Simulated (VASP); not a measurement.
Set up this calculation in VASP 6.6.1, as the native input.

- Task: single point
- Functional: LDA
- Potentials or basis: VASP PAW LDA potentials, release 64 (Pb_d)
- Cutoff: 520 eV
- k mesh: 18 × 18 × 18
- Occupations: gaussian, width 0.15 eV
- Spin: no spin polarisation
- Dipole correction: no
- Further INCAR settings: ALGO = Fast; EDIFF = 1e-07; NBANDS = 13

The structure of Pb lies in POSCAR:

```
Pb
1.0
   -2.0786425450      2.0786425450      1.8806765884
    2.0786425450     -2.0786425450      1.8806765884
    2.0786425450      2.0786425450     -1.8806765884
Pb
1
Direct
    0.0000000000      0.0000000000      0.0000000000
```

This cell differs from its parent crystal: strain +0.050 along x and y, -0.050 along z.

The input as run:

INCAR

```
SYSTEM = Pb
  PREC = Accurate
  ENCUT = 520
  EDIFF = 1E-7
  ISMEAR = 0
  SIGMA = 0.15
  LREAL = .False.
  LASPH = .True.
  NELM = 80
  ALGO = Fast
  ISIF = 2
  LWAVE = .False.
  LCHARG = .False.
  GGA = CA
  NBANDS = 13
```

KPOINTS

```
Automatic mesh
0
Gamma
  18 18 18
  0 0 0
```

Potentials or basis: VASP PAW LDA potentials, release 64 (Pb_d).

Command:

```console
$ cat potpaw_LDA.64/Pb_d/POTCAR > POTCAR
$ mpirun -np 1 vasp_std > vasp.out
```

Results of the run:

```json
{"Pressure": "-4.5 GPa", "Band gap on the k mesh": "zero (band 7 reaches 12.88 eV, above the bottom of band 8 at 4.47 eV)"}
```

Caveat: the cell differs from its parent crystal (strain +0.050 along x and y, -0.050 along z); spin-orbit coupling is left out, which moves the levels of the heavy elements.

Wall time 2.7 min on 1 thread of Intel Xeon 6975P-C, on a shared host, peak memory 0.29 GiB.
